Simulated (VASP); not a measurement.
# C in VASP: notebook

C is run at these levels: PBE; tasks: G0W0 quasiparticle levels.

All numbers are computed with VASP 6.6.1; they aren't measurements. Logs are shortened: lines on timing, memory, paths and dates and some standing lists are left out, and cuts for length are marked.

## Step 1: The cell of the first run

It takes space group Fd-3m (No. 227, cubic). The conventional cell has a = 3.560 Å, b = 3.560 Å, c = 3.560 Å, α = 90.00°, β = 90.00°, γ = 90.00°. C (site symmetry -43m) has 4 C at 1.54 Å within 2.1 Å.

## Step 2: G0W0 quasiparticle levels, PBE

POSCAR reads:

```
C
1.0
    0.0000000000      1.7801241425      1.7801241425
    1.7801241425      0.0000000000      1.7801241425
    1.7801241425      1.7801241425      0.0000000000
C
2
Direct
    0.0000000000      0.0000000000      0.0000000000
    0.2500000000      0.2500000000      0.2500000000
```

INCAR.step1 reads:

```
  ALGO = Normal
  EDIFF = 1E-8
  ENCUT = 500
  GGA = PE
  ISMEAR = 0
  LASPH = True
  LCHARG = False
  LREAL = False
  LWAVE = True
  NELM = 100
  PREC = Accurate
  SIGMA = 0.01
```

INCAR.step2 reads:

```
  ALGO = Exact
  EDIFF = 1E-8
  ENCUT = 500
  GGA = PE
  ISMEAR = 0
  ISTART = 1
  LASPH = True
  LCHARG = False
  LOPTICS = True
  LREAL = False
  LWAVE = True
  NBANDS = 51
  NELM = 1
  PREC = Accurate
  SIGMA = 0.01
```

INCAR.step3 reads:

```
  ALGO = EVGW0
  EDIFF = 1E-8
  ENCUT = 500
  ENCUTGW = 150.0
  GGA = PE
  ISMEAR = 0
  ISTART = 1
  LASPH = True
  LCHARG = False
  LREAL = False
  LWAVE = False
  NBANDS = 51
  NBANDSGW = 12
  NELMGW = 1
  NOMEGA = 48
  PREC = Accurate
  PRECFOCK = Fast
  SIGMA = 0.01
```

KPOINTS reads:

```
k-points
0
Gamma
  6 6 6
```

Potentials or basis: VASP PAW PBE potentials, release 64 (C_GW).

Started as:

```sh
cat potpaw_PBE.64/C_GW/POTCAR > POTCAR
cp INCAR.step1 INCAR
mpirun -np 1 vasp_std > vasp.out
cp INCAR.step2 INCAR
mpirun -np 1 vasp_std > vasp.out
cp INCAR.step3 INCAR
mpirun -np 1 vasp_std > vasp.out
```

OUTCAR:

```text
EDIFF = 1E-8
   ENCUT = 500
   ENCUTGW = 150.0
   GGA = PE
   ISMEAR = 0
   ISTART = 1
   LASPH = True
   LREAL = False
   NELMGW = 1
   PREC = Accurate
   PRECFOCK = Fast

 ion  position               nearest neighbor table
   1  0.000  0.000  0.000-   2 1.54   2 1.54   2 1.54   2 1.54
   2  0.250  0.250  0.250-   1 1.54   1 1.54   1 1.54   1 1.54

  LATTYP: Found a face centered cubic cell.
 ALAT       =     3.5602482850

  Lattice vectors:

 A1 = (   0.0000000000,   1.7801241425,   1.7801241425)
 A2 = (   1.7801241425,   0.0000000000,   1.7801241425)
 A3 = (   1.7801241425,   1.7801241425,   0.0000000000)

Analysis of symmetry for initial positions (statically):
=====================================================================
 Subroutine PRICEL returns:
 Original cell was already a primitive cell.

 Routine SETGRP: Setting up the symmetry group for a
 face centered cubic supercell.

 Subroutine GETGRP returns: Found 48 space group operations
 (whereof 24 operations were pure point group operations)
 out of a pool of 48 trial point group operations.

The static configuration has the point symmetry T_d .
 The point group associated with its full space group is O_h .

Analysis of symmetry for dynamics (positions and initial velocities):
=====================================================================
 Subroutine PRICEL returns:
 Original cell was already a primitive cell.

 Routine SETGRP: Setting up the symmetry group for a
 face centered cubic supercell.

 Subroutine GETGRP returns: Found 48 space group operations
 (whereof 24 operations were pure point group operations)
 out of a pool of 48 trial point group operations.

The dynamic configuration has the point symmetry T_d .
 The point group associated with its full space group is O_h .

 Subroutine INISYM returns: Found 48 space group operations
 (whereof 24 operations are pure point group operations),
 and found     1 'primitive' translations

[... 80 lines left out ...]
   LNONCOLLINEAR =      F non collinear calculations
   LSORBIT =      F    spin-orbit coupling
   LASPH  =      T    aspherical Exc in radial PAW
   ENCUT  =  500.0 eV  36.75 Ry    6.06 a.u.   4.59  4.59  4.59*2*pi/ulx,y,z
   NELM   =     60;   NELMIN=  2; NELMDL=  0     # of ELM steps
   EDIFF  = 0.1E-07   stopping-criterion for ELM
   LREAL  =      F    real-space projection
   EDIFFG = 0.1E-06   stopping-criterion for IOM
   NSW    =      0    number of steps for IOM
   IBRION =     -1    ionic relax: 0-MD 1-quasi-New 2-CG
   NFREE  =      0    steps in history (QN), initial steepest desc. (CG)
   ISIF   =      0    stress and relaxation
   ISYM   =      3    0-nonsym 1-usesym 2-fastsym
   POTIM  = 0.5000    time-step for ionic-motion
   TEBEG  =    0.0;   TEEND  =   0.0 temperature during run
   PSTRESS=    0.0 pullay stress
   NELECT =       8.0000    total number of electrons
   NUPDOWN=      -1.0000    fix difference up-down
   EMIN   =  10.00;   EMAX   =-10.00  energy-range for DOS
   EFERMI =   0.00;   METHOD = LEGACY
   ISMEAR =     0;   SIGMA  =   0.01  broadening in eV -4-tet -1-fermi 0-gaus
   EFERMI_NEDOS =   21; number of points for ismear=-14 and -15
   IALGO  =     38    algorithm
   IMIX   =      4    mixing-type and parameters
     AMIX     =   0.40;   BMIX     =  1.00
     AMIX_MAG =   1.60;   BMIX_MAG =  1.00
  volume/ion in A,a.u.               =       5.64        38.07
  Fermi-wavevector in a.u.,A,eV,Ry     =   1.459860  2.758735 28.996616  2.131191
  Thomas-Fermi vector in A             =   2.576377
   LORBIT       =      0    0 simple, 1 ext, 2 COOP (PROOUT), +10 PAW based schemes
   GGA     = PE    functional components
   LHFCALC =     T    Hartree Fock is set to
   PRECFOCK=fast      Normal, Fast or Accurate (Low or Medium for compatibility)
   ENCUT4O =  -1.0   cutoff for four orbital integrals eV
   NKREDX  =     1    reduce k-point grid by
   NKREDY  =     1    reduce k-point grid by
   NKREDZ  =     1    reduce k-point grid by
   AEXX    =    1.0000 exact exchange contribution
   HFSCREEN=    0.0000 screening length (either q_TF or 0.3 A-1)
   HFSCREENC=   0.0000 screening length for correlation (either q_TF or 0.3 A-1)
   ENCUTFOCK=  -1.0 apply spherical cutoff to Coloumb kernel
   IVDW    =     0    specifies the selected vdW correction
   LEPSILON=     F    determine dielectric tensor
   LRPA    =     F    only Hartree local field effects (RPA)
   LRPAFORCE           =     F    calculate RPA forces
   ENCUTGW             = 150.0    cutoff for response function in eV
   ENCUTGWSOFT         = 120.0    soft cutoff for Coulomb kernel in GW response function in eV
   ENCUTLF             =  -1.0    cutoff for local field effects
   NELMGW              =     1    number of iterations in solving QP/BSE equation
   NELMHF              =     1    number of iterations in the inner HF iteration
   NKREDLFX            =     1    NKREDLFY  =   1   NKREDLFZ  =   1
 non-spin polarized calculation
 Gauss-broadening in eV      SIGMA  =   0.01
  energy-cutoff  :      500.00
  volume of cell :       11.28
 maximum number of plane-waves:       302
  NGX = 12; NGY = 12; NGZ = 12
   NGX =  9   NGY =  9   NGZ =  9
 maximum number of plane-waves:        59

 QP shifts <psi_nk| G(iteration)W_0 |psi_nk>: iteration 1
 for sc-GW calculations column KS-energies equals QP-energies in previous step
 and V_xc(KS)=  KS-energies - (<T + V_ion + V_H > + <T+V_H+V_ion>^1  + <V_x>^1)

 k-point   1 :       0.0000    0.0000    0.0000
  band No.  KS-energies  QP-energies   sigma(KS)   V_xc(KS)     V^pw_x(r,r')   Z            occupation Imag(sigma)

      1     -11.7046     -13.3251     -16.9355     -14.7920     -25.4559       0.7560       2.0000       1.4723
      2       9.8438       9.3260     -17.4411     -16.8145     -19.2155       0.8264       2.0000       0.0780
      3       9.8438       9.3260     -17.4411     -16.8145     -19.2155       0.8264       2.0000       0.0780
      4       9.8438       9.3260     -17.4411     -16.8145     -19.2155       0.8264       2.0000       0.0780
      5      15.4505      16.6245     -14.1099     -15.5365      -9.3291       0.8229       0.0000      -0.1076
      6      15.4505      16.6245     -14.1099     -15.5365      -9.3291       0.8229       0.0000      -0.1076
      7      15.4505      16.6245     -14.1099     -15.5365      -9.3291       0.8229       0.0000      -0.1076
      8      23.2911      24.4041     -14.9447     -16.3841      -7.7685       0.7732       0.0000      -0.2621
      9      29.2089      29.6142     -11.3907     -11.8925      -4.3427       0.8077       0.0000      -0.4155
     10      36.4414      37.5745     -12.5439     -13.9081      -5.9182       0.8306       0.0000      -0.5969
     11      36.4414      37.5745     -12.5439     -13.9081      -5.9182       0.8306       0.0000      -0.5969
     12      37.4454      38.0425     -10.8135     -11.5373      -3.2737       0.8249       0.0000      -1.0318
[... 228 lines left out ...]
      1      -2.4120      -3.7259     -17.5294     -15.8009     -23.3944       0.7601       2.0000       0.4176
      2      -2.4120      -3.7259     -17.5294     -15.8009     -23.3944       0.7601       2.0000       0.4176
      3       1.9896       0.9243     -16.4694     -15.1269     -20.2840       0.7935       2.0000       0.1793
      4       1.9896       0.9243     -16.4694     -15.1269     -20.2840       0.7935       2.0000       0.1793
      5      18.0912      19.0169     -13.1262     -14.2519      -7.6327       0.8223       0.0000      -0.1399
      6      18.0912      19.0169     -13.1262     -14.2519      -7.6327       0.8223       0.0000      -0.1399
      7      24.4266      25.8842     -14.3701     -16.2511      -6.9648       0.7749       0.0000      -0.3006
      8      24.4266      25.8842     -14.3701     -16.2511      -6.9648       0.7749       0.0000      -0.3006
      9      31.6282      32.9119     -13.6465     -15.2864      -5.4953       0.7828       0.0000      -0.6304
     10      31.6282      32.9119     -13.6465     -15.2864      -5.4953       0.7828       0.0000      -0.6304
     11      40.6171      41.6094     -12.1874     -13.4156      -4.2605       0.8080       0.0000      -1.0686
     12      40.6171      41.6094     -12.1874     -13.4156      -4.2605       0.8080       0.0000      -1.0686
```

Run time: 43 s. Hardware: 1 thread of Intel Xeon 6975P-C, shared host; peak memory 0.2 GiB.

Results:

```yaml
Band_gap_on_the_k_mesh_mean-field_level: 4.17 eV, indirect (least direct gap 5.61 eV)
Quasiparticle_gap: 5.44 eV
Least_direct_quasiparticle_gap: 7.30 eV
```

Levels at points of the mesh, in eV from the valence-band top:
```tsv
k point	band 1	band 2	band 3	band 4	band 5	band 6	band 7	band 8
(0.00, 0.00, 0.00)	-21.55	0.00	0.00	0.00	5.61	5.61	5.61	13.45
(0.50, 0.00, 0.00)	-15.74	-13.44	-2.81	-2.81	8.48	8.48	8.92	15.75
(0.50, 0.50, 0.00)	-12.81	-12.81	-6.33	-6.33	4.77	4.77	16.90	16.90
```

Caveat: the k points lie up to 0.51 Å⁻¹ apart; bands, screening cutoff and mesh are small and nothing is extrapolated, so the quasiparticle values aren't converged. A k mesh can miss the band edges.

(Continued in part 2 of 2.)
